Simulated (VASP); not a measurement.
KF:

```xyz
2
Lattice="0.0000 3.0242 3.0242 3.0242 0.0000 3.0242 3.0242 3.0242 0.0000" Properties=species:S:1:pos:R:3 pbc="T T T"
K     0.0000    0.0000    0.0000
F     1.5121    1.5121    1.5121
```

The cell was built from a structure type or drawn by symmetry, and may not be a known phase.

```yaml
Program: VASP 6.6.1
Task: relaxation of cell and atoms
Functional: PBE
Potentials_or_basis: VASP PAW PBE potentials, release 64 (K_sv, F)
Cutoff: 600 eV
k_mesh: 4 × 4 × 4
Occupations: gaussian, width 0.15 eV
Spin: no spin polarisation
```

At the start: pressure -0.9 GPa; volume 27.66 Å³/atom.

**Question.** How do energy, volume and symmetry change on relaxing?

**Answer.** Over 3 steps the energy falls by 4.0 meV/atom and the volume is 26.32 Å³/atom (-4.8 %); space group F-43m (No. 216, to 0.1 Å) before and after.

Step by step:
```csv
step,energy change (eV),largest force (eV/Å),pressure (GPa),volume (Å³)
1,0.0000,0.0000,-0.91,55.32
2,-0.0056,0.0000,-0.52,54.07
3,-0.0080,0.0000,-0.01,52.65
```

Final structure:
```
CELL_PARAMETERS angstrom
0.00000 2.97471 2.97471
2.97471 0.00000 2.97471
2.97471 2.97471 0.00000
ATOMIC_POSITIONS crystal
K 0.00000 0.00000 0.00000
F 0.25000 0.25000 0.25000
```

Caveat: the k points lie up to 0.46 Å⁻¹ apart in the final cell.
